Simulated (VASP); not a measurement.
# AgBr: single point with PBE

The system is AgBr.

```xyz
2
Lattice="0.0000 2.9203 2.9203 2.9203 0.0000 2.9203 2.9203 2.9203 0.0000" Properties=species:S:1:pos:R:3 pbc="T T T"
Ag    2.9203    2.9203    2.9203
Br    0.0000    0.0000    0.0000
```

```yaml
Program: VASP 6.6.1
Task: single point
Functional: PBE
Potentials_or_basis: VASP PAW PBE potentials, release 64 (Ag, Br)
Cutoff: 500 eV
k_mesh: 10 × 10 × 10
Occupations: tetrahedron
Spin: no spin polarisation
```

```yaml
Pressure: 0.0 GPa
Band_gap_on_the_k_mesh: 0.69 eV, indirect (least direct gap 2.44 eV)
```

Levels at points of the mesh, in eV from the valence-band top:
| k point | band 5 | band 6 | band 7 | band 8 | band 9 | band 10 | band 11 | band 12 | band 13 | band 14 |
| --- | --- | --- | --- | --- | --- | --- | --- | --- | --- | --- |
| (0.00, 0.00, 0.00) | -2.59 | -2.59 | -1.75 | -1.75 | -1.75 | 0.69 | 9.93 | 9.93 | 9.93 | 11.25 |
| (0.50, 0.00, 0.00) | -2.32 | -2.32 | -2.00 | 0.00 | 0.00 | 3.88 | 6.29 | 6.86 | 6.86 | 12.13 |
| (0.50, 0.50, 0.00) | -2.58 | -2.45 | -2.23 | -2.23 | -2.16 | 1.71 | 7.15 | 8.86 | 10.79 | 10.79 |

Run time: 41 s on 1 thread of Intel(R) Xeon(R) Platinum 8259CL CPU @ 2.50GHz (Skylake/Cascade Lake), with other jobs on the host, peak memory 0.19 GiB.

A k mesh can miss the band edges.
